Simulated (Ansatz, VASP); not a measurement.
## Two plane-wave programs on AgBr

INCAR

```
  ALGO = Normal
  EDIFF = 1E-6
  ENCUT = 500
  GGA = PS
  GGA_COMPAT = F
  ISIF = 2
  ISMEAR = 0
  LASPH = T
  LCHARG = T
  LELF = T
  LREAL = F
  LVHAR = T
  LWAVE = F
  NBANDS = 16
  NELM = 120
  PREC = Accurate
  SIGMA = 0.01
```

KPOINTS

```
k-points
0
Gamma
  6 6 6
```

The input POSCAR:

```
AgBr
1.0
    0.0000000000      2.8927333262      2.8927333262
    2.8927333262      0.0000000000      2.8927333262
    2.8927333262      2.8927333262      0.0000000000
Ag Br
1 1
Direct
    0.0000000000      0.0000000000      0.0000000000
    0.5000000000      0.5000000000      0.5000000000
```

Input for Ansatz:

```yaml
crystal:
  lattice:
    - [0.0, 2.8927333262, 2.8927333262]
    - [2.8927333262, 0.0, 2.8927333262]
    - [2.8927333262, 2.8927333262, 0.0]
  atoms:
    - { symbol: Ag, position: [0.0, 0.0, 0.0] }
    - { symbol: Br, position: [0.5, 0.5, 0.5] }
kpoints:
  mp_grid: { grid: [6, 6, 6] }
hamiltonian:
  xc: pbesol
scf:
  occupations: { method: fixed }
  n_extra_bands: 4
output:
  forces: true
  stress: true
  eigenvalues: true
```

Alike in both runs: task single point; functional PBEsol; k mesh 6 × 6 × 6; no spin polarisation.

|  | VASP | Ansatz |
| --- | --- | --- |
| version | VASP 6.6.1 | Ansatz 0.2.0 |
| potentials or method | VASP PAW PBE potentials, release 64 (Ag, Br) | plane waves |
| plane-wave cutoff (eV) | 500 | 420 |
| occupations | gaussian, width 0.01 eV | fixed |
| valence electrons in the cell | 18 | 26 |

|  | VASP | Ansatz | Ansatz less VASP |
| --- | --- | --- | --- |
| gap on the k mesh at the Fermi level (eV) | 0.51 | 0.51 | 0.000 |
| pressure (GPa) | -2.6 | -2.6 | +0.02 |

VASP's potentials were made for PBE, not for PBEsol. VASP's potentials hold 18 valence electrons a cell and Ansatz's 26, so a difference there can come from the potentials and not from the codes.
